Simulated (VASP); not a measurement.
Write the native input for VASP 6.6.1 that does the following.

```yaml
Task: single point
Functional: PBEsol
Potentials_or_basis: VASP PAW PBE potentials, release 64 (Ti_sv, O, Ba_sv)
Cutoff: 520 eV
k_mesh: 7 × 7 × 1
Occupations: gaussian, width 0.05 eV
Spin: no spin polarisation
Dipole_correction: yes
Further_INCAR_settings: LREAL = Auto; ALGO = Normal; EDIFF = 1e-06; NBANDS = 87
```

The structure of Ba3Ti4O11 lies in POSCAR:

```
Ba3Ti4O11
1.0
    3.9557417201      0.0000000000      0.0000000000
    0.0000000000      4.0433218633      0.0000000000
    0.0000000000      0.0000000000     26.8672251603
Ti O Ba
4 11 3
Direct
    0.5000000000      0.5231671678      0.2834032882
    0.5000000000      0.5259069119      0.4270388477
    0.5000000000      0.5259069265      0.5729611543
    0.5000000000      0.5231671189      0.7165967099
    0.5000000000      0.9631453983      0.2795536476
    0.0000000000      0.4785121884      0.2790868849
    0.5000000000      0.4885242756      0.3525436632
    0.5000000000      0.9765404513      0.4264590313
    0.0000000000      0.4874872476      0.4264633661
    0.5000000000      0.4896345839      0.5000000024
    0.5000000000      0.9765404546      0.5735409688
    0.0000000000      0.4874872396      0.5735366321
    0.5000000000      0.4885242630      0.6474563375
    0.5000000000      0.9631453520      0.7204463596
    0.0000000000      0.4785121258      0.7209131114
    0.0000000000      0.0057911033      0.3491230752
    0.0000000000      0.0094180516      0.4999999981
    0.0000000000      0.0057910827      0.6508769218
```

The input as run:

INCAR

```
SYSTEM = Ba3Ti4O11
PREC = Accurate ; ENCUT = 520
EDIFF = 1E-6 ; ISMEAR = 0
SIGMA = 0.05 ; LREAL = Auto
LASPH = .True. ; NELM = 80
ALGO = Normal ; ISIF = 2
LWAVE = .False. ; LCHARG = .True.
LDIPOL = .True. ; IDIPOL = 3
DIPOL = 0.5 0.5 0.500 ; GGA = PS
LELF = .True. ; LVHAR = .True.
LVACPOTAV = .True. ; NBANDS = 87
```

KPOINTS

```
regular mesh
0
Gamma
  7 7 1
  0 0 0
```

Potentials or basis: VASP PAW PBE potentials, release 64 (Ti_sv, O, Ba_sv).

Launch:

```bash
$ cat potpaw_PBE.64/Ti_sv/POTCAR potpaw_PBE.64/O/POTCAR potpaw_PBE.64/Ba_sv/POTCAR > POTCAR
$ mpirun -np 1 vasp_std > vasp.out
```

Results of the run:

| Quantity | Value |
| --- | --- |
| Largest force | 0.152 eV/Å |
| Band gap on the k mesh | 1.27 eV (least direct gap 2.01 eV) |

Caveat: the PAW data sets were made with another functional, which shifts forces and pressure a little; spin-orbit coupling is left out, which moves the levels of the heavy elements.

It took 50 min on 1 thread of Intel Xeon 8259CL, on a shared host, peak memory 0.67 GiB.
